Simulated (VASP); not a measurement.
The system is Na4Hg.

```
Na Hg
1.0
     4.90940    0.00000    0.00000
    -2.45470    4.25166    0.00000
     0.00000    0.00000    3.96707
Na Hg
4 1
Direct
  0.54322 0.45678 0.50000
  0.54322 0.08645 0.50000
  0.91355 0.45678 0.50000
  0.33333 0.66667 0.50000
  0.66667 0.33333 0.00000
```

The cell was generated, and may not be a known phase.

* Program: VASP 6.6.1
* Task: relaxation of cell and atoms
* Functional: PBE
* Potentials or basis: VASP PAW PBE potentials, release 64 (Na_pv, Hg)
* Cutoff: 600 eV
* k mesh: 6 × 6 × 4
* Occupations: gaussian, width 0.1 eV
* Spin: no spin polarisation

At the start: pressure 76.5 GPa; volume 16.56 Å³/atom.

Question: Where does the relaxation end?

Answer: Over 19 steps the energy falls by 3639.1 meV/atom and the volume is 55.77 Å³/atom (+236.8 %); space group P-6m2 (No. 187, to 0.1 Å) before and after.

Step by step:
| step | energy change (eV) | largest force (eV/Å) | pressure (GPa) | volume (Å³) |
| --- | --- | --- | --- | --- |
| 1 | 0.0000 | 6.5116 | 76.49 | 82.80 |
| 2 | -14.8609 | 3.2546 | 4.33 | 218.03 |
| 3 | -14.9354 | 3.2649 | 3.86 | 229.16 |
| 4 | -15.0176 | 3.2501 | 3.03 | 252.54 |
| 5 | -14.8721 | 3.1403 | 1.10 | 303.93 |
| 6 | -14.9813 | 3.2067 | 2.03 | 281.59 |
| 7 | -16.8038 | 1.5386 | -1.16 | 329.36 |
| 8 | -16.8969 | 1.2939 | -2.14 | 341.85 |
| 9 | -17.6456 | 1.0403 | -0.73 | 305.30 |
| 10 | -18.0316 | 0.2565 | 1.49 | 249.60 |
| 11 | -18.0521 | 0.4654 | 0.98 | 259.76 |
| 12 | -18.1694 | 0.1338 | 0.43 | 267.15 |
| 13 | -18.1752 | 0.0443 | 0.25 | 269.23 |
| 14 | -18.1861 | 0.0665 | 0.06 | 274.01 |
| 15 | -18.1888 | 0.0989 | -0.28 | 282.55 |
| 16 | -18.1903 | 0.0879 | -0.15 | 279.35 |
| 17 | -18.1944 | 0.0592 | 0.03 | 278.54 |
| 18 | -18.1944 | 0.0617 | 0.01 | 278.61 |
| 19 | -18.1954 | 0.0367 | 0.01 | 278.86 |

Final structure:
```
CELL_PARAMETERS angstrom
7.87485 0.00000 0.00000
-3.93743 6.81982 0.00000
0.00000 0.00000 5.19250
ATOMIC_POSITIONS crystal
Na 0.53740 0.46260 0.50000
Na 0.53740 0.07481 0.50000
Na 0.92519 0.46260 0.50000
Na 0.33333 0.66667 0.50000
Hg 0.66667 0.33333 0.00000
```

Caveat: the k points lie up to 0.30 Å⁻¹ apart in the final cell, too coarse for converged energies and pressures of a metal; the volume moved by over 15 % at a fixed basis, so the end points are rough.
